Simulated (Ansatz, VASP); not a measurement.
**W: VASP beside Ansatz**

```
W
1.0
     0.00000    1.99912    1.99912
     1.99912    0.00000    1.99912
     1.99912    1.99912    0.00000
W
1
Direct
  0.00000 0.00000 0.00000
```

Alike in both runs: functional PBEsol; k mesh 18 × 18 × 18; occupations gaussian, width 0.1 eV; no spin polarisation.

Ansatz relaxed the structure, and its values are those at the end. VASP's run is a single point on that final structure, the one shown.

|  | VASP | Ansatz |
| --- | --- | --- |
| version | VASP 6.6.1 | Ansatz 0.2.0 |
| potentials or method | VASP PAW PBE potentials, release 64 (W_sv), cutoff 500 eV | scalar-relativistic, plane waves, PAW |
| valence electrons in the cell | 14 | 14 |

Ansatz gave:

```
gap on the k mesh at the Fermi level (eV) : none
pressure (GPa)                            : 0.0
```

What did VASP give for the same quantities?

gap on the k mesh at the Fermi level (eV): none; pressure (GPa): 0.6.

VASP's potentials were made for PBE, not for PBEsol, and Ansatz warns of the same on its side. A gap of «none» marks a metal or a gap that the smearing closes.

Neither program's run includes spin-orbit coupling.
